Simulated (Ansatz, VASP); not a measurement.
**BN: VASP beside Ansatz**

File POSCAR:

```
BN
1.0
    2.4982400000      0.0000000000      0.0000000000
   -1.2491200000      2.1635390000      0.0000000000
    0.0000000000      0.0000000000      6.6357000000
B N
2 2
Direct
    0.3333333333      0.6666666667      0.2500000000
    0.6666666667      0.3333333333      0.7500000000
    0.3333333333      0.6666666667      0.7500000000
    0.6666666667      0.3333333333      0.2500000000
```

Contents of INCAR.step1:

```
  PREC = Accurate
  ENCUT = 600
  ISMEAR = 1
  SIGMA = 0.05
  LREAL = F
  LASPH = T
  NELM = 60
  GGA = PE
  ALGO = Normal
  EDIFF = 1E-4
  LWAVE = T
  LCHARG = F
```

INCAR.step2

```
  PREC = Accurate
  ENCUT = 600
  EDIFF = 1E-6
  ISMEAR = 1
  SIGMA = 0.05
  LREAL = F
  LASPH = T
  NELM = 60
  ALGO = Normal
  ISIF = 3
  LWAVE = F
  LCHARG = F
  METAGGA = R2SCAN
  LMIXTAU = T
  IVDW = 13
  VDW_S6 = 1.0
  VDW_S8 = 0.6018749
  VDW_A1 = 0.51559235
  VDW_A2 = 5.77342911
  IBRION = 2
  NSW = 60
  EDIFFG = -0.005
  ISTART = 1
```

KPOINTS

```
regular mesh
0
Gamma
  12 12 4
```

Input for Ansatz:

```yaml
crystal:
  lattice:
    - [2.49824, 0.0, 0.0]
    - [-1.24912, 2.163539, 0.0]
    - [0.0, 0.0, 6.6357]
  atoms:
    - { symbol: B, position: [0.3333333333333333, 0.6666666666666666, 0.25] }
    - { symbol: B, position: [0.6666666666666666, 0.3333333333333333, 0.75] }
    - { symbol: "N", position: [0.3333333333333333, 0.6666666666666666, 0.75] }
    - { symbol: "N", position: [0.6666666666666666, 0.3333333333333333, 0.25] }
basis:
  ecutwfc: 500.0
kpoints:
  mp_grid:
    grid: [12, 12, 4]
hamiltonian:
  xc: r2scan
  dispersion: d4
scf:
  occupations:
    method: cold
    width: 0.05
relax:
  f_tol: 0.005
  max_steps: 40
  cell: {}
```

Alike in both runs: task relaxation of cell and atoms; functional r2SCAN; dispersion D4; k mesh 12 × 12 × 4; no spin polarisation.

```csv
,VASP,Ansatz
version,VASP 6.6.1,Ansatz 0.2.0
potentials or method,"VASP PAW PBE potentials, release 64 (B, N), cutoff 600 eV","plane waves, PAW"
occupations,"methfessel-paxton of order 1, width 0.05 eV","cold, width 0.05 eV"
valence electrons in the cell,16,16
```

```tsv
	VASP	Ansatz	Ansatz less VASP
relaxed volume (Å³/atom)	8.91	8.92	+0.013
relaxed cell length with the largest relative difference (Å)	6.582	6.600	+0.0185
```

VASP's potentials were made for PBE, not for r2SCAN.
